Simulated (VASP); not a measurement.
Wanted: the native input for a VASP 6.6.1 run.

```
Task                   : single point
Functional             : r2SCAN
Potentials or basis    : VASP PAW PBE potentials, release 64 (Cd, S)
Cutoff                 : 520 eV
k mesh                 : 12 × 12 × 4
Occupations            : gaussian, width 0.05 eV
Spin                   : no spin polarisation
Dipole correction      : no
Further INCAR settings : ALGO = Normal; EDIFF = 1e-06; NBANDS = 26
```

CdS:

```
Cd S
1.0
     4.23817    0.00000    0.00000
    -2.11908    3.67036    0.00000
     0.00000    0.00000    6.74900
Cd S
2 2
Direct
  0.33333 0.66667 0.00000
  0.66667 0.33333 0.50000
  0.33333 0.66667 0.38500
  0.66667 0.33333 0.88500
```

This cell differs from its parent crystal: strain +0.0250 x Voigt [1, 1, 0, 0, 0, 0].

These files were run (other wordings do the same):

POSCAR

```
CdS
1.0
    4.2381691835      0.0000000000      0.0000000000
   -2.1190845917      3.6703621784      0.0000000000
    0.0000000000      0.0000000000      6.7490000000
Cd S
2 2
Direct
    0.3333333333      0.6666666667      0.0000000000
    0.6666666667      0.3333333333      0.5000000000
    0.3333333333      0.6666666667      0.3850000000
    0.6666666667      0.3333333333      0.8850000000
```

INCAR.step1

```
PREC     = Accurate       # precision mode
ENCUT    = 520            # plane-wave cutoff, eV
ISMEAR   = 0              # smearing method
SIGMA    = 0.05           # smearing width, eV
LREAL    = False          # projectors in reciprocal space
LASPH    = True           # aspherical terms in the spheres
NELM     = 80             # most SCF steps
NBANDS   = 26             # bands
GGA      = PE             # functional
ALGO     = Normal         # electronic algorithm
EDIFF    = 1E-4           # SCF threshold, eV
LWAVE    = True           # write WAVECAR
LCHARG   = False          # write CHGCAR
```

INCAR.step2

```
PREC     = Accurate       # precision mode
ENCUT    = 520            # plane-wave cutoff, eV
EDIFF    = 1E-6           # SCF threshold, eV
ISMEAR   = 0              # smearing method
SIGMA    = 0.05           # smearing width, eV
LREAL    = False          # projectors in reciprocal space
LASPH    = True           # aspherical terms in the spheres
NELM     = 80             # most SCF steps
ALGO     = Normal         # electronic algorithm
ISIF     = 2              # what is computed and relaxed
LWAVE    = False          # write WAVECAR
LCHARG   = False          # write CHGCAR
METAGGA  = R2SCAN         # meta-GGA
LMIXTAU  = True         
NBANDS   = 26             # bands
ISTART   = 1
```

KPOINTS

```
Automatic mesh
0
Gamma
  12 12 4
```

Potentials or basis: VASP PAW PBE potentials, release 64 (Cd, S).

The run is started by

```console
$ cat potpaw_PBE.64/Cd/POTCAR potpaw_PBE.64/S/POTCAR > POTCAR
$ cp INCAR.step1 INCAR
$ mpirun -np 1 vasp_std > vasp.out
$ cp INCAR.step2 INCAR
$ mpirun -np 1 vasp_std > vasp.out
```

It gave:

```yaml
Pressure: -1.6 GPa
Largest_force: 0.092 eV/Å
Band_gap_on_the_k_mesh: 1.55 eV
```

Caveat: the cell differs from its parent crystal (strain +0.0250 x Voigt [1, 1, 0, 0, 0, 0]); the PAW data sets were made with another functional, which shifts forces and pressure a little.

Wall time 8 min on 1 thread of Intel Xeon 8259CL, with other jobs on the host, peak memory 0.31 GiB.
